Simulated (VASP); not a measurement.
Here is a VASP 6.6.1 calculation.

INCAR

```
SYSTEM = ZnSe
ALGO = Normal
EDIFF = 1E-6
ENCUT = 520
GGA = CA
ISIF = 2
ISMEAR = 0
LASPH = .True.
LCHARG = .True.
LELF = .True.
LREAL = .False.
LVHAR = .True.
LWAVE = .False.
NBANDS = 26
NELM = 60
PREC = Accurate
SIGMA = 0.05
```

The input KPOINTS:

```
k-points
0
Gamma
  8 8 6
  0 0 0
```

POSCAR

```
ZnSe
1.0
    4.0437991417      0.0000000000      0.0000000000
    0.0000000000      4.0437991417      0.0000000000
    0.0000000000      0.0000000000      5.3369824815
Zn Se
2 2
Direct
    0.0000000000      0.0000000000      0.0000000000
    0.5000000000      0.5000000000      0.0000000000
    0.0000000000      0.5000000000      0.3361676647
    0.5000000000      0.0000000000      0.6638323353
```

Potentials or basis: VASP PAW LDA potentials, release 64 (Zn, Se).

Run with:

```console
$ cat potpaw_LDA.64/Zn/POTCAR potpaw_LDA.64/Se/POTCAR > POTCAR
$ mpirun -np 1 vasp_std > vasp.out
```

Q: Estimate the band gap on the k mesh.

A: 0.29 eV, direct.

Q: What does it give for the largest force?

A: 2.640 eV/Å.

Q: Estimate the pressure.

A: -9.6 GPa.

Stress tensor (GPa, compression positive):
```
 -6.80   0.00   0.00
  0.00  -6.80   0.00
  0.00   0.00 -15.14
```

Caveat: forces of over 1 eV/Å act on the atoms, so gaps and moduli don't describe the material at rest. A k mesh can miss the band edges.
